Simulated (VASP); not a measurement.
Here is a VASP 6.6.1 calculation.

Contents of INCAR:

```
SYSTEM = B13P10
  PREC = Accurate
  ENCUT = 420
  EDIFF = 1E-6
  ISMEAR = -1
  SIGMA = 0.3447
  LREAL = Auto
  LASPH = .True.
  NELM = 120
  ALGO = Normal
  ISIF = 2
  LWAVE = .False.
  LCHARG = .False.
  GGA = PE
  ISYM = -1
  NBANDS = 62
  GGA_COMPAT = .False.
```

File KPOINTS:

```
explicit points
1
Reciprocal
  0.25000000   0.25000000   0.25000000 1
```

The input POSCAR:

```
B13P10
1.0
    6.5660210000      0.0873340000     -0.1704000000
    0.0873340000      6.7396190000      0.1358200000
   -0.1704000000      0.1358200000      7.0462260000
P B
10 13
Direct
    0.8086022291      0.8497578580      0.4468953604
    0.1415872892      0.7853149410      0.1246585050
    0.0235032770      0.8221372311      0.6767461446
    0.8006864770      0.9872383947      0.9199102125
    0.6300273209      0.1566660618      0.3901754316
    0.4623651991      0.5307084748      0.6214466020
    0.2637760319      1.1412819222      0.1653737086
    0.6098296665      0.7448016219      0.1818949632
    0.8815253676      0.5347727096      0.3295652301
    0.8481909631      0.3378118753      0.0627062106
    0.5557275128      1.0554563941      0.7273459410
    0.6570503714      0.2435453430     -0.2325626435
    0.3914434679      0.4226390127      0.8953449884
    0.3360660176      0.6012153581      1.2125943135
    0.1561616769      0.1743343231      0.5945432153
    1.0153440627      0.5611285063      0.8204579522
    0.2768083781      0.9789609116      0.4557992714
    0.4808945063      0.4278048055      0.1142038270
    0.4764498169      0.8754932123      0.5892360763
    0.3900499004      0.2231420479      0.7835664581
    0.5181220735      1.0673513224      0.0738114765
    0.8244872294      0.4588311382      0.8024825174
    0.9583711344      0.3127493192      0.5915061238
```

Potentials or basis: VASP PAW PBE potentials, release 64 (P, B).

Run with:

```sh
$ cat potpaw_PBE.64/P/POTCAR potpaw_PBE.64/B/POTCAR > POTCAR
$ mpirun -np 1 vasp_std > vasp.out
```

Question: What does it give for the band gap on the k mesh?

Answer: Zero (an odd number of electrons rules out a gap without spin polarisation).

Question: Predict the largest force.

Answer: 6.902 eV/Å.

Forces on the atoms (eV/Å):
```
P   -1.596 -0.094 -0.519
P   -1.053  0.064  0.790
P    1.260  0.361  1.216
P   -1.168  0.695  0.560
P    0.312  0.121 -0.050
P    0.146  0.796  1.138
P   -0.408 -1.089  0.662
P   -0.775 -0.361 -0.538
P    0.777 -0.434  0.491
P   -0.910 -0.784  0.010
B   -0.969 -5.111 -0.316
B    3.499  5.590  0.199
B   -0.409  1.572 -1.363
B    2.041 -0.240  0.033
B    2.431 -1.752  0.019
B    4.153  3.038 -0.448
B   -0.383  1.887  0.299
B    0.028  0.066  0.867
B    0.792 -0.928 -0.675
B   -2.385 -0.535 -1.338
B    1.206 -0.428  0.091
B   -4.765 -4.664 -1.784
B   -1.823  2.230  0.655
```

Caveat: the atoms stand as in a frame of molecular dynamics; so wide a smearing shifts energies and pressures.
